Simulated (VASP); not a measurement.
Runs of VASP 6.6.1 on Co. It takes space group P6_3/mmc (No. 194, hexagonal). The conventional cell has a = 2.471 Å, b = 2.471 Å, c = 8.088 Å, α = 90.00°, β = 90.00°, γ = 120.00°. Within 3.3 Å of Co (site symmetry -3m) lie 12 Co at 2.47 Å. Co (site symmetry -6m2) has 12 Co at 2.47 Å within 3.3 Å. 

| k mesh | gap on the mesh (eV) | pressure (GPa) | moment (μB) |
| --- | --- | --- | --- |
| 5 × 5 × 2 | none | (b) | 6.41 |
| 4 × 4 × 1 | none | -12.2 | 6.68 |
| 9 × 9 × 3 | none | (c) | 6.01 |
| 6 × 6 × 2 | none | -15.9 | (a) |
| 8 × 8 × 2 | none | -14.8 | 6.31 |

Alike in all rows: task single point; level LDA; potentials or basis VASP PAW LDA potentials, release 64 (Co); spin collinear, ferromagnetic start; cell as given; cutoff (eV) 520; smearing fermi-dirac 0.1 eV.

Question: Estimate the missing entries.

Answer: (a) 6.15; (b) -14.2; (c) -16.2.

Caveats: some runs use coarse meshes.

A gap of «none» marks levels without a gap at the run's occupations.
